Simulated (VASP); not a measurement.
# SnO in VASP: single point with PBE+D3(BJ)

Aim: the single point of SnO with PBE+D3(BJ).

Everything below comes from runs of VASP 6.6.1. Logs are shortened: lines on timing, memory, paths and dates and some standing lists are left out, and cuts for length are marked.

**1. The cell of the first run**

The cell holds a slab with vacuum, 8 atoms: a = 3.820 Å, b = 3.820 Å, c = 22.226 Å, α = 90.00°, β = 90.00°, γ = 90.00°.

**2. Single point, PBE+D3(BJ) (layers slid over each other)**

The input, INCAR:

```
PREC     = Accurate       # precision mode
ENCUT    = 520            # plane-wave cutoff, eV
EDIFF    = 1E-6           # SCF threshold, eV
ISMEAR   = 0              # smearing method
SIGMA    = 0.05           # smearing width, eV
LREAL    = False          # projectors in reciprocal space
LASPH    = True           # aspherical terms in the spheres
NELM     = 60             # most SCF steps
ALGO     = Normal         # electronic algorithm
ISIF     = 2              # what is computed and relaxed
LWAVE    = False          # write WAVECAR
LCHARG   = False          # write CHGCAR
LDIPOL   = True         
IDIPOL   = 3            
DIPOL    = 0.5 0.5 0.395
GGA      = PE             # functional
IVDW     = 12             # dispersion correction
NBANDS   = 50             # bands
```

The input, KPOINTS:

```
Automatic mesh
0
Gamma
  7 7 1
```

The input, POSCAR:

```
SnO
1.0
    3.8201526160      0.0002954389      0.0000000000
   -0.0003145156      3.8201526145      0.0000000000
    0.0000000000      0.0000000000     22.2260756252
Sn O
4 4
Direct
    0.9999453016      0.9999453016      0.2024648920
    0.4999453016      0.4999453016      0.3087831576
    0.8749453016      0.9999453016      0.4820031207
    0.3749453016      0.4999453016      0.5883213864
    0.9999461184      0.4999461184      0.2556240248
    0.4999461184      0.9999461184      0.2556240248
    0.8749461184      0.4999461184      0.5351622535
    0.3749461184      0.9999461184      0.5351622535
```

Potentials or basis: VASP PAW PBE potentials, release 64 (Sn_d, O).

Command:

```bash
> cat potpaw_PBE.64/Sn_d/POTCAR potpaw_PBE.64/O/POTCAR > POTCAR
> mpirun -np 1 vasp_std > vasp.out
```

OUTCAR:

```text
PREC = Accurate
   ENCUT = 520
   EDIFF = 1E-6
   ISMEAR = 0
   LREAL = False
   LASPH = True
   NELM = 60
   ISIF = 2
   GGA = PE
   IVDW = 12
 IVDW          = 12

 ion  position               nearest neighbor table
   1  1.000  1.000  0.202-   6 2.25   5 2.25   6 2.25   5 2.25   2 3.59   2 3.59   2 3.59   2 3.59

   2  0.500  0.500  0.309-   5 2.25   6 2.25   5 2.25   6 2.25   1 3.59   1 3.59   1 3.59   1 3.59

   3  0.875  1.000  0.482-   8 2.25   7 2.25   8 2.25   7 2.25   4 3.59   4 3.59   4 3.59   4 3.59

   4  0.375  0.500  0.588-   7 2.25   8 2.25   7 2.25   8 2.25   3 3.59   3 3.59   3 3.59   3 3.59

   5  1.000  0.500  0.256-   2 2.25   1 2.25   2 2.25   1 2.25
   6  0.500  1.000  0.256-   1 2.25   2 2.25   1 2.25   2 2.25
   7  0.875  0.500  0.535-   3 2.25   4 2.25   3 2.25   4 2.25
   8  0.375  1.000  0.535-   3 2.25   4 2.25   3 2.25   4 2.25

  LATTYP: Found a simple tetragonal cell.
 ALAT       =     3.8201526274
 C/A-ratio  =     5.8181119429

  Lattice vectors:

 A1 = (   3.8201526160,   0.0002954389,   0.0000000000)
 A2 = (  -0.0003145156,   3.8201526145,   0.0000000000)
 A3 = (   0.0000000000,   0.0000000000,  22.2260756252)

Analysis of symmetry for initial positions (statically):
=====================================================================
 Subroutine PRICEL returns:
 Original cell was already a primitive cell.

 Routine SETGRP: Setting up the symmetry group for a
 simple tetragonal supercell.

 Subroutine GETGRP returns: Found  4 space group operations
 (whereof  1 operations were pure point group operations)
 out of a pool of 16 trial point group operations.

The static configuration has the point symmetry C_1 .
 The point group associated with its full space group is C_2h.

Analysis of symmetry for dynamics (positions and initial velocities):
=====================================================================
 Subroutine PRICEL returns:
 Original cell was already a primitive cell.

 Routine SETGRP: Setting up the symmetry group for a
 simple tetragonal supercell.

 Subroutine GETGRP returns: Found  4 space group operations
 (whereof  1 operations were pure point group operations)
 out of a pool of 16 trial point group operations.

The dynamic configuration has the point symmetry C_1 .
 The point group associated with its full space group is C_2h.

 Subroutine INISYM returns: Found  4 space group operations
 (whereof  1 operations are pure point group operations),
 and found     1 'primitive' translations

----------------------------------------------------------------------------------------

                                     Primitive cell

  volume of cell :     324.3577

  direct lattice vectors                    reciprocal lattice vectors
     3.820152616  0.000295439  0.000000000     0.261769645  0.000021552  0.000000000
    -0.000314516  3.820152614  0.000000000    -0.000020244  0.261769645  0.000000000
     0.000000000  0.000000000 22.226075625     0.000000000  0.000000000  0.044992198

  length of vectors
     3.820152627  3.820152627 22.226075625     0.261769646  0.261769646  0.044992198

  position of ions in fractional coordinates (direct lattice)
     0.999945302  0.999945302  0.202464892
     0.499945302  0.499945302  0.308783158
     0.874945302  0.999945302  0.482003121
     0.374945302  0.499945302  0.588321386
     0.999946118  0.499946118  0.255624025
     0.499946118  0.999946118  0.255624025
     0.874946118  0.499946118  0.535162253
     0.374946118  0.999946118  0.535162253

  ion indices of the primitive-cell ions
   primitive index   ion index
                 1           1
                 2           2
                 3           3
                 4           4
                 5           5
                 6           6
                 7           7
                 8           8

----------------------------------------------------------------------------------------

 KPOINTS: Automatic mesh

Automatic generation of k-mesh.
 Grid dimensions read from file:
 generate k-points for:    7    7    1

 Generating k-lattice:

  Cartesian coordinates                     Fractional coordinates (reciprocal lattice)
     0.037395664  0.000003079  0.000000000     0.142857143 -0.000000000  0.000000000
    -0.000002892  0.037395664  0.000000000     0.000000000  0.142857143  0.000000000
     0.000000000  0.000000000  0.044992198     0.000000000  0.000000000  1.000000000

  Length of vectors
     0.037395664  0.037395664  0.044992198

  Shift w.r.t. Gamma in fractional coordinates (k-lattice)
     0.000000000  0.000000000  0.000000000

 Subroutine IBZKPT returns following result:
 ===========================================

 Found     16 irreducible k-points:

 Following reciprocal coordinates:
            Coordinates               Weight
  0.000000  0.000000  0.000000      1.000000
  0.142857  0.000000  0.000000      2.000000
 -0.000000  0.142857  0.000000      2.000000
  0.285714  0.000000  0.000000      2.000000
  0.000000  0.285714  0.000000      2.000000
  0.428571  0.000000  0.000000      2.000000
[... 8 lines left out ...]
 -0.285714  0.428571  0.000000      4.000000
  0.428571  0.428571  0.000000      4.000000
   k-points           NKPTS =     16   k-points in BZ     NKDIM =     16   number of bands    NBANDS=     50
   number of dos      NEDOS =    301   number of ions     NIONS =      8
   total plane-waves  NPLWV = 131712
   dimension x,y,z NGX =    28 NGY =   28 NGZ =  168
   dimension x,y,z NGXF=    56 NGYF=   56 NGZF=  336
   ions per type =               4   4
   NGX,Y,Z   is equivalent  to a cutoff of  12.19, 12.19, 12.57 a.u.
   NGXF,Y,Z  is equivalent  to a cutoff of  24.37, 24.37, 25.13 a.u.
 SYSTEM =  unknown system
   PREC   = accura    normal or accurate (medium, high low for compatibility)
   ISTART =      0    job   : 0-new  1-cont  2-samecut
   ICHARG =      2    charge: 1-file 2-atom 10-const
   ISPIN  =      1    spin polarized calculation?
   LNONCOLLINEAR =      F non collinear calculations
   LSORBIT =      F    spin-orbit coupling
   LASPH  =      T    aspherical Exc in radial PAW
   ENCUT  =  520.0 eV  38.22 Ry    6.18 a.u.   7.10  7.10 41.33*2*pi/ulx,y,z
   NELM   =     60;   NELMIN=  2; NELMDL= -5     # of ELM steps
   EDIFF  = 0.1E-05   stopping-criterion for ELM
   LREAL  =      F    real-space projection
   EDIFFG = 0.1E-04   stopping-criterion for IOM
   NSW    =      0    number of steps for IOM
   IBRION =     -1    ionic relax: 0-MD 1-quasi-New 2-CG
   NFREE  =      0    steps in history (QN), initial steepest desc. (CG)
   ISIF   =      2    stress and relaxation
   ISYM   =      2    0-nonsym 1-usesym 2-fastsym
   POTIM  = 0.5000    time-step for ionic-motion
   TEBEG  =    0.0;   TEEND  =   0.0 temperature during run
   PSTRESS=    0.0 pullay stress
   NELECT =      80.0000    total number of electrons
   NUPDOWN=      -1.0000    fix difference up-down
   EMIN   =  10.00;   EMAX   =-10.00  energy-range for DOS
   EFERMI =   0.00;   METHOD = LEGACY
   ISMEAR =     0;   SIGMA  =   0.05  broadening in eV -4-tet -1-fermi 0-gaus
   EFERMI_NEDOS =   21; number of points for ismear=-14 and -15
   IALGO  =     38    algorithm
   IMIX   =      4    mixing-type and parameters
     AMIX     =   0.40;   BMIX     =  1.00
     AMIX_MAG =   1.60;   BMIX_MAG =  1.00
  volume/ion in A,a.u.               =      40.54       273.61
  Fermi-wavevector in a.u.,A,eV,Ry     =   1.026668  1.940121 14.341187  1.054047
  Thomas-Fermi vector in A             =   2.160573
   LORBIT       =      0    0 simple, 1 ext, 2 COOP (PROOUT), +10 PAW based schemes
   GGA     = PE    functional components
   LHFCALC =     F    Hartree Fock is set to
   AEXX    =    0.0000 exact exchange contribution
   IVDW    =    12    specifies the selected vdW correction
   LEPSILON=     F    determine dielectric tensor
   LRPA    =     F    only Hartree local field effects (RPA)
 non-spin polarized calculation
 Gauss-broadening in eV      SIGMA  =   0.05
  energy-cutoff  :      520.00
  volume of cell :      324.36
 maximum number of plane-waves:      8769
   NGX = 15   NGY = 15   NGZ = 83

 dipolmoment           0.000000      0.000000      0.000310 electrons x Angstroem

 number of electron      79.9999969 magnetization

 dipolmoment           0.000000      0.000000     -0.000021 electrons x Angstroem

 Free energy of the ion-electron system (eV)
  ---------------------------------------------------
  ext. energy  EPLUGINS =         0.00000000
  ---------------------------------------------------
  free energy    TOTEN  =       -45.21026235 eV

  energy without entropy =      -45.21026235  energy(sigma->0) =      -45.21026235

 E-fermi :   0.1423     XC(G=0):  -5.2977

 val. band max:       -0.1508810009   @ k =   0.1429   0.0000   0.0000
 cond. band min:       2.3375262462   @ k =   0.4286   0.4286   0.0000
 fundamental gap:      2.4884072472
 Fermi energy:         0.1422636644

 k-point     1 :       0.0000    0.0000    0.0000
  band No.  band energies     occupation
      1     -21.0677      2.00000
      2     -21.0675      2.00000
      3     -20.7074      2.00000
      4     -20.7072      2.00000
      5     -20.6696      2.00000
      6     -20.6695      2.00000
[... 42 lines left out ...]
     49       5.2303      0.00000
     50       5.2693      0.00000

 k-point     2 :       0.1429    0.0000    0.0000
  band No.  band energies     occupation
      1     -21.0587      2.00000
      2     -21.0585      2.00000
      3     -20.7080      2.00000
      4     -20.7077      2.00000
      5     -20.6713      2.00000
      6     -20.6706      2.00000
[... 42 lines left out ...]
     49       5.4273      0.00000
     50       5.4431      0.00000

 k-point     3 :      -0.0000    0.1429    0.0000
  band No.  band energies     occupation
      1     -21.0587      2.00000
      2     -21.0585      2.00000
      3     -20.7080      2.00000
      4     -20.7078      2.00000
      5     -20.6713      2.00000
      6     -20.6709      2.00000
[... 42 lines left out ...]
     49       5.3862      0.00000
     50       5.4388      0.00000

 k-point     4 :       0.2857    0.0000    0.0000
  band No.  band energies     occupation
      1     -21.0337      2.00000
      2     -21.0335      2.00000
      3     -20.8042      2.00000
      4     -20.8037      2.00000
      5     -20.6755      2.00000
      6     -20.6751      2.00000
[... 575 lines left out ...]
 k-point    15 :      -0.2857    0.4286    0.0000
  band No.  band energies     occupation
      1     -21.0027      2.00000
      2     -21.0022      2.00000
      3     -20.9606      2.00000
      4     -20.9600      2.00000
      5     -20.6723      2.00000
      6     -20.6722      2.00000
[... 42 lines left out ...]
     49       5.8370      0.00000
     50       6.1009      0.00000

 k-point    16 :       0.4286    0.4286    0.0000
  band No.  band energies     occupation
      1     -21.0086      2.00000
      2     -21.0078      2.00000
      3     -20.9947      2.00000
      4     -20.9938      2.00000
      5     -20.6742      2.00000
      6     -20.6742      2.00000
[... 42 lines left out ...]
     49       5.8528      0.00000
     50       6.1888      0.00000

------------------------ aborting loop because EDIFF is reached ----------------------------------------

 vacuum level on the upper side and lower side of the slab       (xc-potential included)        -0.253        -0.254

 Edisp (eV)   -1.27189

 E8    (eV) :    -0.5634

  FORCE on cell =-STRESS in cart. coord.  units (eV):
  Direction    XX          YY          ZZ          XY          YZ          ZX
  --------------------------------------------------------------------------------------
  -------------------------------------------------------------------------------------
  Total       0.11371     0.13297    -0.49952    -0.00000     0.00001     0.16436
  in kB       0.56169     0.65682    -2.46742    -0.00001     0.00006     0.81188
  external pressure =       -0.42 kB  Pullay stress =        0.00 kB

 VOLUME and BASIS-vectors are now :
 -----------------------------------------------------------------------------
  energy-cutoff  :      520.00
  volume of cell :      324.36
      direct lattice vectors                 reciprocal lattice vectors
     3.820152616  0.000295439  0.000000000     0.261769645  0.000021552  0.000000000
    -0.000314516  3.820152614  0.000000000    -0.000020244  0.261769645  0.000000000
     0.000000000  0.000000000 22.226075625     0.000000000  0.000000000  0.044992198

 POSITION                                       TOTAL-FORCE (eV/Angst)
 -----------------------------------------------------------------------------------
      3.81963      3.82024      4.50000        -0.003378     -0.000000     -0.071336
      1.90971      1.91002      6.86304        -0.013726     -0.000001      0.188185
      3.34211      3.82020     10.71304         0.013726      0.000001     -0.188185
      1.43219      1.90998     13.07608         0.003378      0.000000      0.071336
      3.81979      1.91017      5.68152        -0.020031     -0.000002      0.018561
      1.90956      3.82009      5.68152         0.006705      0.000001      0.018118
      3.34227      1.91013     11.89456        -0.006705     -0.000001     -0.018118
      1.43204      3.82006     11.89456         0.020031      0.000002     -0.018561
 -----------------------------------------------------------------------------------
    total drift:                               -0.013974     -0.013977     -0.001027

  FREE ENERGIE OF THE ION-ELECTRON SYSTEM (eV)
  ---------------------------------------------------
  free  energy   TOTEN  =       -46.4821562214 eV

  energy  without entropy=      -46.4821562214  energy(sigma->0) =      -46.48215622

 vacuum level on the upper side and lower side of the slab         4.758         4.760
```

Run time: 3 min. Hardware: 1 thread of Intel Xeon 6975P-C (Granite Rapids), shared host; peak memory 0.46 GiB.

What came out:

* Free energy: -46.4822 eV
* Largest force: 0.189 eV/Å
* Band gap on the k mesh: 2.49 eV (least direct gap 2.52 eV)
* Dispersion energy per atom: -0.159 eV

Forces in eV/Å, atoms in the order of the input:
```
Sn  -0.003  0.000 -0.071
Sn  -0.014  0.000  0.188
Sn   0.014  0.000 -0.188
Sn   0.003  0.000  0.071
O   -0.020  0.000  0.019
O    0.007  0.000  0.018
O   -0.007  0.000 -0.018
O    0.020  0.000 -0.019
```

Caveat: the cell differs from its parent crystal (layers slid over each other); spin-orbit coupling is left out, which moves the levels of the heavy elements.
